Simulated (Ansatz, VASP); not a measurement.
**One calculation of AlGaN2, two programs**

File POSCAR:

```
AlGaN2
1.0
    3.0937638930      0.0000000000      0.0000000000
    0.0000000000      3.0937638930      0.0000000000
    0.0000000000      0.0000000000      4.4238379400
Al Ga N
1 1 2
Direct
    0.5000000000      0.5000000000      0.5000000000
    0.0000000000      0.0000000000      0.0000000000
    0.5000000000      0.0000000000      0.7382648100
    0.0000000000      0.5000000000      0.2617351900
```

Contents of INCAR.step1:

```
SYSTEM = AlGaN2
PREC     = Accurate       ! precision mode
ENCUT    = 1460           ! plane-wave cutoff, eV
ISMEAR   = 0              ! smearing method
SIGMA    = 0.05           ! smearing width, eV
LREAL    = .FALSE.        ! projectors in reciprocal space
LASPH    = .TRUE.         ! aspherical terms in the spheres
NELM     = 120            ! most SCF steps
NBANDS   = 21             ! bands
GGA      = PE             ! functional
ALGO     = Normal         ! electronic algorithm
EDIFF    = 1E-5           ! SCF threshold, eV
LWAVE    = .TRUE.         ! write WAVECAR
LCHARG   = .FALSE.        ! write CHGCAR
GGA_COMPAT= .FALSE.
```

INCAR.step2

```
SYSTEM = AlGaN2
PREC     = Accurate       ! precision mode
ENCUT    = 1460           ! plane-wave cutoff, eV
EDIFF    = 1E-6           ! SCF threshold, eV
ISMEAR   = 0              ! smearing method
SIGMA    = 0.05           ! smearing width, eV
LREAL    = .FALSE.        ! projectors in reciprocal space
LASPH    = .TRUE.         ! aspherical terms in the spheres
NELM     = 120            ! most SCF steps
ALGO     = Normal         ! electronic algorithm
ISIF     = 2              ! what is computed and relaxed
LWAVE    = .FALSE.        ! write WAVECAR
LCHARG   = .FALSE.        ! write CHGCAR
METAGGA  = R2SCAN         ! meta-GGA
LMIXTAU  = .TRUE.       
NBANDS   = 21             ! bands
ISTART   = 1            
GGA_COMPAT= .FALSE.
```

KPOINTS

```
regular mesh
0
G
  8 8 6
  0 0 0
```

Input for Ansatz:

```yaml
crystal:
  lattice:
    - [3.093763893, 0.0, 0.0]
    - [0.0, 3.093763893, 0.0]
    - [0.0, 0.0, 4.42383794]
  atoms:
    - { symbol: Al, position: [0.5, 0.5, 0.5] }
    - { symbol: Ga, position: [0.0, 0.0, 0.0] }
    - { symbol: "N", position: [0.5, 0.0, 0.73826481] }
    - { symbol: "N", position: [0.0, 0.5, 0.26173519] }
basis:
  ecutwfc: 500
kpoints:
  mp_grid: { grid: [8, 8, 6] }
hamiltonian:
  xc: r2scan
scf:
  occupations: { method: gaussian, width: 0.05 }
output:
  forces: true
  stress: true
  eigenvalues: true
```

Change from the starting cell: strain -0.0150 x Voigt [1, 1, 0, 0, 0, 0], atoms carried along.

Alike in both runs: task single point; functional r2SCAN; k mesh 8 × 8 × 6; occupations gaussian, width 0.05 eV; no spin polarisation.

```csv
,VASP,Ansatz
version,VASP 6.6.1,Ansatz 0.2.0
potentials or method,"VASP PAW PBE potentials, release 64 (Al, Ga_d, N_h), cutoff 1460 eV","scalar-relativistic, plane waves, PAW"
valence electrons in the cell,26,26
```

VASP gave:

* gap on the k mesh at the Fermi level (eV): 3.57
* least direct gap on the mesh (eV): 3.57
* pressure (GPa): 6.5
* traceless stress, the component that is largest in VASP (GPa): -1.42
* rms of the force components (eV/Å): 0.010

**Question.** What did Ansatz give for the same quantities?

**Answer.** gap on the k mesh at the Fermi level (eV): 3.56; least direct gap on the mesh (eV): 3.56; pressure (GPa): 6.1; traceless stress, the component that is largest in VASP (GPa): -1.47; rms of the force components (eV/Å): 0.049.

VASP's potentials were made for PBE, not for r2SCAN. Atom by atom the forces differ by 0.039 eV/Å (rms over components).
